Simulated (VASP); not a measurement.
# Be (P6_3/mmc) in VASP: notebook, part 2 of 2

VASP 6.6.1. The steps go on from the part before.

### 3 Single point, PBEsol

This run uses another cell than the first one: it holds 4 atoms, not 8.

Input file INCAR:

```
SYSTEM = Be
  PREC = Accurate
  ENCUT = 520
  EDIFF = 1E-6
  ISMEAR = 0
  SIGMA = 0.1
  LREAL = .FALSE.
  LASPH = .TRUE.
  NELM = 80
  ALGO = Fast
  ISIF = 2
  LWAVE = .FALSE.
  LCHARG = .FALSE.
  GGA = PS
  NBANDS = 12
```

Input file KPOINTS:

```
regular mesh
0
G
  15 15 12
  0 0 0
```

Input file POSCAR:

```
Be
1.0
    3.6098545302      0.0000000000      0.0000000000
   -1.8049272651      3.1262257271      0.0000000000
    0.0000000000      0.0000000000      3.6473080118
Be
4
Direct
    0.0000000000      0.0000000000      0.2500000000
    0.0000000000      0.0000000000      0.7500000000
    0.3333333333      0.6666666667      0.7500000000
    0.6666666667      0.3333333333      0.2500000000
```

Potentials or basis: VASP PAW PBE potentials, release 64 (Be).

Launch:

```sh
$ cat potpaw_PBE.64/Be/POTCAR > POTCAR
$ mpirun -np 1 vasp_std > vasp.out
```

OUTCAR:

```text
SYSTEM = Be
   PREC = Accurate
   ENCUT = 520
   EDIFF = 1E-6
   ISMEAR = 0
   LREAL = .FALSE.
   LASPH = .TRUE.
   NELM = 80
   ISIF = 2
   GGA = PS

 ion  position               nearest neighbor table
   1  0.000  0.000  0.250-   2 1.82   2 1.82   4 2.08   4 2.08   4 2.08
   2  0.000  0.000  0.750-   1 1.82   1 1.82   3 2.08   3 2.08   3 2.08
   3  0.333  0.667  0.750-   2 2.08   2 2.08   2 2.08
   4  0.667  0.333  0.250-   1 2.08   1 2.08   1 2.08

  LATTYP: Found a hexagonal cell.
 ALAT       =     3.6098545302
 C/A-ratio  =     1.0103753437

  Lattice vectors:

 A1 = (   3.6098545302,   0.0000000000,   0.0000000000)
 A2 = (  -1.8049272651,   3.1262257271,   0.0000000000)
 A3 = (   0.0000000000,   0.0000000000,   3.6473080118)

Analysis of symmetry for initial positions (statically):
=====================================================================
 Subroutine PRICEL returns:
 Original cell was already a primitive cell.

 Routine SETGRP: Setting up the symmetry group for a
 hexagonal supercell.

 Subroutine GETGRP returns: Found 24 space group operations
 (whereof 12 operations were pure point group operations)
 out of a pool of 24 trial point group operations.

The static configuration has the point symmetry D_3d.
 The point group associated with its full space group is D_6h.

Analysis of symmetry for dynamics (positions and initial velocities):
=====================================================================
 Subroutine PRICEL returns:
 Original cell was already a primitive cell.

 Routine SETGRP: Setting up the symmetry group for a
 hexagonal supercell.

 Subroutine GETGRP returns: Found 24 space group operations
 (whereof 12 operations were pure point group operations)
 out of a pool of 24 trial point group operations.

The dynamic configuration has the point symmetry D_3d.
 The point group associated with its full space group is D_6h.

 Subroutine INISYM returns: Found 24 space group operations
 (whereof 12 operations are pure point group operations),
 and found     1 'primitive' translations

----------------------------------------------------------------------------------------

                                     Primitive cell

  volume of cell :      41.1607

  direct lattice vectors                    reciprocal lattice vectors
     3.609854530  0.000000000  0.000000000     0.277019473  0.159937267  0.000000000
    -1.804927265  3.126225727  0.000000000     0.000000000  0.319874535  0.000000000
     0.000000000  0.000000000  3.647308012     0.000000000  0.000000000  0.274174815

  length of vectors
     3.609854530  3.609854530  3.647308012     0.319874535  0.319874535  0.274174815

  position of ions in fractional coordinates (direct lattice)
     0.000000000  0.000000000  0.250000000
     0.000000000  0.000000000  0.750000000
     0.333333333  0.666666667  0.750000000
     0.666666667  0.333333333  0.250000000

  ion indices of the primitive-cell ions
   primitive index   ion index
                 1           1
                 2           2
                 3           3
                 4           4

[... 50 lines left out ...]
  0.333333  0.200000  0.000000     12.000000
  0.400000  0.200000  0.000000      6.000000
 [... further k-points ...]
   k-points           NKPTS =    189   k-points in BZ     NKDIM =    189   number of bands    NBANDS=     12
   number of dos      NEDOS =    301   number of ions     NIONS =      4
   total plane-waves  NPLWV =  21952
   dimension x,y,z NGX =    28 NGY =   28 NGZ =   28
   dimension x,y,z NGXF=    56 NGYF=   56 NGZF=   56
   ions per type =               4
   NGX,Y,Z   is equivalent  to a cutoff of  12.89, 12.89, 12.76 a.u.
   NGXF,Y,Z  is equivalent  to a cutoff of  25.79, 25.79, 25.53 a.u.
 SYSTEM =  Be
   PREC   = accura    normal or accurate (medium, high low for compatibility)
   ISTART =      0    job   : 0-new  1-cont  2-samecut
   ICHARG =      2    charge: 1-file 2-atom 10-const
   ISPIN  =      1    spin polarized calculation?
   LNONCOLLINEAR =      F non collinear calculations
   LSORBIT =      F    spin-orbit coupling
   LASPH  =      T    aspherical Exc in radial PAW
   ENCUT  =  520.0 eV  38.22 Ry    6.18 a.u.   6.71  6.71  6.78*2*pi/ulx,y,z
   NELM   =     80;   NELMIN=  2; NELMDL= -5     # of ELM steps
   EDIFF  = 0.1E-05   stopping-criterion for ELM
   LREAL  =      F    real-space projection
   EDIFFG = 0.1E-04   stopping-criterion for IOM
   NSW    =      0    number of steps for IOM
   IBRION =     -1    ionic relax: 0-MD 1-quasi-New 2-CG
   NFREE  =      0    steps in history (QN), initial steepest desc. (CG)
   ISIF   =      2    stress and relaxation
   ISYM   =      2    0-nonsym 1-usesym 2-fastsym
   POTIM  = 0.5000    time-step for ionic-motion
   TEBEG  =    0.0;   TEEND  =   0.0 temperature during run
   PSTRESS=    0.0 pullay stress
   NELECT =       8.0000    total number of electrons
   NUPDOWN=      -1.0000    fix difference up-down
   EMIN   =  10.00;   EMAX   =-10.00  energy-range for DOS
   EFERMI =   0.00;   METHOD = LEGACY
   ISMEAR =     0;   SIGMA  =   0.10  broadening in eV -4-tet -1-fermi 0-gaus
   EFERMI_NEDOS =   21; number of points for ismear=-14 and -15
   IALGO  =     68    algorithm
   IMIX   =      4    mixing-type and parameters
     AMIX     =   0.40;   BMIX     =  1.00
     AMIX_MAG =   1.60;   BMIX_MAG =  1.00
  volume/ion in A,a.u.               =      10.29        69.44
  Fermi-wavevector in a.u.,A,eV,Ry     =   0.948296  1.792020 12.235252  0.899266
  Thomas-Fermi vector in A             =   2.076471
   LORBIT       =      0    0 simple, 1 ext, 2 COOP (PROOUT), +10 PAW based schemes
   GGA     = PS    functional components
   LHFCALC =     F    Hartree Fock is set to
   AEXX    =    0.0000 exact exchange contribution
   IVDW    =     0    specifies the selected vdW correction
   LEPSILON=     F    determine dielectric tensor
   LRPA    =     F    only Hartree local field effects (RPA)
 non-spin polarized calculation
 RMM-DIIS sequential band-by-band and
 Gauss-broadening in eV      SIGMA  =   0.10
  energy-cutoff  :      520.00
  volume of cell :       41.16
 maximum number of plane-waves:      1125
 NGX is ok and might be reduce to    28

 number of electron       8.0000000 magnetization

 Free energy of the ion-electron system (eV)
  ---------------------------------------------------
  ext. energy  EPLUGINS =         0.00000000
  ---------------------------------------------------
  free energy    TOTEN  =       -12.58932059 eV

  energy without entropy =      -12.58140931  energy(sigma->0) =      -12.58536495

 E-fermi :   3.9389     XC(G=0):  -9.6785

 val. band max:        3.9274333274   @ k =   0.0667   0.0667   0.0000
 cond. band min:       3.9484793026   @ k =   0.4667   0.0000   0.4167
 fundamental gap:      0.0210459752
 Fermi energy:         3.9388549663

 k-point     1 :       0.0000    0.0000    0.0000
  band No.  band energies     occupation
      1      -4.9005      2.00000
      2       1.6984      2.00000
      3       4.7358      0.00000
      4       4.7358      0.00000
      5       6.7250      0.00000
      6       6.7250      0.00000
      7       6.9387      0.00000
      8      11.5966      0.00000
      9      11.6592      0.00000
     10      12.6600      0.00000
     11      14.1858      0.00000
     12      14.1859      0.00000
[... 331 lines left out ...]
 k-point    24 :       0.4000    0.2000    0.0000
  band No.  band energies     occupation
      1      -1.7242      2.00000
      2      -1.5497      2.00000
      3       0.5229      2.00000
      4       4.0249      0.22346
      5       7.5535      0.00000
      6       8.2980      0.00000
      7       8.9245      0.00000
      8       9.6242      0.00000
      9       9.6795      0.00000
     10      10.0202      0.00000
     11      14.5053      0.00000
     12      14.5177      0.00000

 [... further k-points ...]
[... 5 lines left out ...]
  --------------------------------------------------------------------------------------
  -------------------------------------------------------------------------------------
  Total        0.0504868      0.0504868      0.0527457      0.0000000      0.0000000      0.0000000
  in kB        1.9651953      1.9651953      2.0531256      0.0000000      0.0000000      0.0000000
  external PRESSURE =       1.9945054 kB  Pullay stress =       0.0000000 kB

 VOLUME and BASIS-vectors are now :
 -----------------------------------------------------------------------------
  energy-cutoff  :      520.00
  volume of cell :       41.16
      direct lattice vectors                 reciprocal lattice vectors
     3.609854530  0.000000000  0.000000000     0.277019473  0.159937267  0.000000000
    -1.804927265  3.126225727  0.000000000     0.000000000  0.319874535  0.000000000
     0.000000000  0.000000000  3.647308012     0.000000000  0.000000000  0.274174815

 POSITION                                       TOTAL-FORCE (eV/Angst)
 -----------------------------------------------------------------------------------
      0.00000      0.00000      0.91183         0.000000     -0.000000     -0.000000
      0.00000      0.00000      2.73548        -0.000000      0.000000     -0.000000
     -0.00000      2.08415      2.73548        -0.000000      0.000000      0.000000
      1.80493      1.04208      0.91183         0.000000      0.000000     -0.000000
 -----------------------------------------------------------------------------------
    total drift:                               -0.000000      0.000000      0.000000

  FREE ENERGIE OF THE ION-ELECTRON SYSTEM (eV)
  ---------------------------------------------------
  free  energy   TOTEN  =       -12.5893205858 eV

  energy  without entropy=      -12.5814093145  energy(sigma->0) =      -12.58536495
```

OSZICAR:

```text
N       E                     dE             d eps       ncg     rms          rms(c)
DAV:   1     0.184341387404E+00    0.18434E+00   -0.30698E+03  4536   0.541E+02
DAV:   2    -0.129175281913E+02   -0.13102E+02   -0.12431E+02  5956   0.854E+01
DAV:   3    -0.133191510063E+02   -0.40162E+00   -0.39622E+00  6084   0.107E+01
DAV:   4    -0.133204736670E+02   -0.13227E-02   -0.13224E-02  5124   0.762E-01
DAV:   5    -0.133204782374E+02   -0.45705E-05   -0.45701E-05  5956   0.442E-02    0.349E+00
RMM:   6    -0.126823178753E+02    0.63816E+00   -0.32236E-01  4629   0.258E+00    0.150E+00
RMM:   7    -0.125913728119E+02    0.90945E-01   -0.17783E-01  4812   0.160E+00    0.374E-01
RMM:   8    -0.125923222637E+02   -0.94945E-03   -0.13984E-02  4915   0.637E-01    0.228E-01
RMM:   9    -0.125892880689E+02    0.30342E-02   -0.33896E-03  5375   0.275E-01    0.204E-02
RMM:  10    -0.125893213144E+02   -0.33245E-04   -0.38230E-04  5440   0.105E-01    0.113E-02
RMM:  11    -0.125893212804E+02    0.33951E-07   -0.26225E-05  5504   0.462E-02    0.389E-03
RMM:  12    -0.125893205858E+02    0.69463E-06   -0.40593E-06  5125   0.147E-02
   1 F= -.12589321E+02 E0= -.12585365E+02  d E =-.791127E-02
```

stdout:

```text
POSCAR found type information on POSCAR Be
 POSCAR found :  1 types and       4 ions
 scaLAPACK will be used
 -----------------------------------------------------------------------------
|                                                                             |
|                                                                             |
|     You enforced a specific xc type in the INCAR file but a different       |
|     I HOPE YOU KNOW WHAT YOU ARE DOING!                                     |
|                                                                             |
 -----------------------------------------------------------------------------

 LDA part: xc-table for (Slater+PW92), standard interpolation
 POSCAR, INCAR and KPOINTS ok, starting setup
 FFT: planning ... GRIDC
 FFT: planning ... GRID_SOFT
 FFT: planning ... GRID
 WAVECAR not read
 entering main loop
```

It took 43 s on 1 thread of AMD EPYC 9R45 (Zen 5), shared host; peak memory 0.16 GiB.

What came out:

| Item | Value |
| --- | --- |
| Free energy | -12.5893 eV |
| Pressure | 0.2 GPa |
| Band gap on the k mesh | zero (band 4 reaches 6.80 eV, above the bottom of band 5 at 2.04 eV) |

Levels at points of the mesh, in eV from the Fermi level:
| k point | band 1 | band 2 | band 3 | band 4 | band 5 | band 6 | band 7 | band 8 | band 9 |
| --- | --- | --- | --- | --- | --- | --- | --- | --- | --- |
| (0.00, 0.00, 0.00) | -8.84 | -2.24 | 0.80 | 0.80 | 2.79 | 2.79 | 3.00 | 7.66 | 7.72 |
| (0.00, 0.00, 0.50) | -6.70 | -6.70 | 2.86 | 2.86 | 2.86 | 2.86 | 6.88 | 6.88 | 6.88 |

Caveat: the PAW data sets were made with another functional, which shifts forces and pressure a little.

### 4 Relaxation of cell and atoms, PBEsol

This run uses another cell than the first one: it holds 4 atoms, not 8.

Input file INCAR:

```
SYSTEM = Be
PREC = Accurate
ENCUT = 600
EDIFF = 1E-6
ISMEAR = 0
SIGMA = 0.1
LREAL = .FALSE.
LASPH = .TRUE.
NELM = 80
ALGO = Normal
ISIF = 3
LWAVE = .FALSE.
LCHARG = .FALSE.
GGA = PS
IBRION = 2
NSW = 100
EDIFFG = -0.01
```

Input file KPOINTS:

```
Automatic mesh
0
G
  15 15 12
  0 0 0
```

Input file POSCAR:

```
Be
1.0
    3.6013724872      0.0000000000      0.0000000000
   -1.8006862436      3.1188800624      0.0000000000
    0.0000000000      0.0000000000      3.6576000215
Be
4
Direct
    0.0000000000      0.0000000000      0.2500000000
    0.0000000000      0.0000000000      0.7500000000
    0.3333333333      0.6666666667      0.7500000000
    0.6666666667      0.3333333333      0.2500000000
```

Potentials or basis: VASP PAW PBE potentials, release 64 (Be).

Launch:

```sh
$ cat potpaw_PBE.64/Be/POTCAR > POTCAR
$ mpirun -np 1 vasp_std > vasp.out
```

OUTCAR:

```text
SYSTEM = Be
   PREC = Accurate
   ENCUT = 600
   EDIFF = 1E-6
   ISMEAR = 0
   LREAL = .FALSE.
   LASPH = .TRUE.
   NELM = 80
   ISIF = 3
   GGA = PS
   IBRION = 2
   NSW = 100
   EDIFFG = -0.01

 ion  position               nearest neighbor table
   1  0.000  0.000  0.250-   2 1.83   2 1.83   4 2.08   4 2.08   4 2.08
   2  0.000  0.000  0.750-   1 1.83   1 1.83   3 2.08   3 2.08   3 2.08
   3  0.333  0.667  0.750-   2 2.08   2 2.08   2 2.08
   4  0.667  0.333  0.250-   1 2.08   1 2.08   1 2.08

  LATTYP: Found a hexagonal cell.
 ALAT       =     3.6013724872
 C/A-ratio  =     1.0156128072

  Lattice vectors:

 A1 = (   3.6013724872,   0.0000000000,   0.0000000000)
 A2 = (  -1.8006862436,   3.1188800624,   0.0000000000)
 A3 = (   0.0000000000,   0.0000000000,   3.6576000215)
[... 303 lines left out ...]
  free energy    TOTEN  =       -12.58940500 eV

  energy without entropy =      -12.58149476  energy(sigma->0) =      -12.58544988

 E-fermi :   3.9250     XC(G=0):  -9.6718

 val. band max:        3.9142141488   @ k =   0.0667   0.0667   0.0000
 cond. band min:       3.9351331757   @ k =   0.2000   0.0667   0.3333
 fundamental gap:      0.0209190270
 Fermi energy:         3.9249797030

 k-point     1 :       0.0000    0.0000    0.0000
  band No.  band energies     occupation
      1      -4.9047      2.00000
      2       1.6895      2.00000
      3       4.7212      0.00000
      4       4.7212      0.00000
      5       6.7076      0.00000
      6       6.7076      0.00000
      7       6.9153      0.00000
      8      11.5697      0.00000
[... 243 lines left out ...]
 k-point    24 :       0.4000    0.2000    0.0000
  band No.  band energies     occupation
      1      -1.7333      2.00000
      2      -1.5560      2.00000
      3       0.5136      2.00000
      4       4.0114      0.22149
      5       7.5365      0.00000
      6       8.2731      0.00000
      7       8.8997      0.00000
      8       9.5995      0.00000

 [... further k-points ...]
[... 5 lines left out ...]
  --------------------------------------------------------------------------------------
  -------------------------------------------------------------------------------------
  Total        0.0046837      0.0046837      0.0119010      0.0000000      0.0000000      0.0000000
  in kB        0.1819156      0.1819156      0.4622349      0.0000000      0.0000000      0.0000000
  external PRESSURE =       0.2753553 kB  Pullay stress =       0.0000000 kB
[... 19 lines left out ...]
  FREE ENERGIE OF THE ION-ELECTRON SYSTEM (eV)
  ---------------------------------------------------
  free  energy   TOTEN  =       -12.5894049990 eV

  energy  without entropy=      -12.5814947627  energy(sigma->0) =      -12.58544988

 reached required accuracy - stopping structural energy minimisation
```

CONTCAR:

```text
Be
   1.00000000000000
     3.6125620504049403    0.0000000000000000    0.0000000000000000
    -1.8062810252024701    3.1285705083926785   -0.0000000000000000
     0.0000000000000000   -0.0000000000000000    3.6498061113844744
  Be
     4
Direct
     0.0000000000000000    0.0000000000000000    0.2500000000000000
     1.0000000000000000    0.0000000000000000    0.7500000000000000
     0.3333333332999970    0.6666666667000030    0.7500000000000000
     0.6666666667000030    0.3333333332999970    0.2500000000000000

  0.00000000E+00  0.00000000E+00  0.00000000E+00
  0.00000000E+00  0.00000000E+00  0.00000000E+00
  0.00000000E+00  0.00000000E+00  0.00000000E+00
  0.00000000E+00  0.00000000E+00  0.00000000E+00
```

Wall time 58 s (1 thread of AMD EPYC 9R45 (Zen 5), shared host); peak memory 0.17 GiB.

What came out:

- Free energy: -12.5894 eV
- Relaxed volume: 10.31 Å³/atom
- Relaxed cell: a = 3.613 Å, b = 3.613 Å, c = 3.650 Å, α = 90.00°, β = 90.00°, γ = 120.00°
- Space group after relaxing (to 0.05 Å): P6_3/mmc (No. 194)
- Energy gained by relaxing: 0.3 meV/atom
- Ionic steps: 4
- Pressure after relaxing: 0.0 GPa
- Band gap on the k mesh: zero (band 4 reaches 6.78 eV, above the bottom of band 5 at 2.03 eV)

The path:
```csv
step,energy change (eV),largest force (eV/Å),pressure (GPa),volume (Å³)
1,0.0000,0.0000,0.34,41.08
2,-0.0010,0.0000,0.10,41.21
3,-0.0010,0.0000,0.11,41.20
4,-0.0010,0.0000,0.03,41.25
```

Final structure:
```yaml
crystal:
  lattice:
    - [3.61256, 0.00000, 0.00000]
    - [-1.80628, 3.12857, 0.00000]
    - [0.00000, 0.00000, 3.64981]
  atoms:
    - { symbol: Be, position: [0.00000, 0.00000, 0.25000] }
    - { symbol: Be, position: [0.00000, 0.00000, 0.75000] }
    - { symbol: Be, position: [0.33333, 0.66667, 0.75000] }
    - { symbol: Be, position: [0.66667, 0.33333, 0.25000] }
```

Caveat: the PAW data sets were made with another functional, which shifts forces and pressure a little.

### 5 Summary

| task | cell | k mesh | cutoff (eV) | gap on the mesh (eV) | pressure (GPa) |
| --- | --- | --- | --- | --- | --- |
| single point | a = 3.610, b = 3.647, c = 6.252 Å, 8 atoms | 6 × 6 × 4 | 520 | none | 0.3 |
| single point | a = 3.610, b = 3.610, c = 3.647 Å, angles 90.0, 90.0, 120.0°, 4 atoms | 15 × 15 × 12 | 520 | none | 0.2 |
| relaxation of cell and atoms | relaxed from a = 3.601, b = 3.601, c = 3.658 Å, angles 90.0, 90.0, 120.0°, 4 atoms | 15 × 15 × 12 | 600 | none | 0.0 |

Alike in all rows: level PBEsol; potentials or basis VASP PAW PBE potentials, release 64 (Be); no spin polarisation; smearing gaussian 0.1 eV.

Caveats: the PAW data sets were made with another functional, which shifts forces and pressure a little.

Total energies depend on the potentials used, so only differences within one code and one set of settings carry meaning.
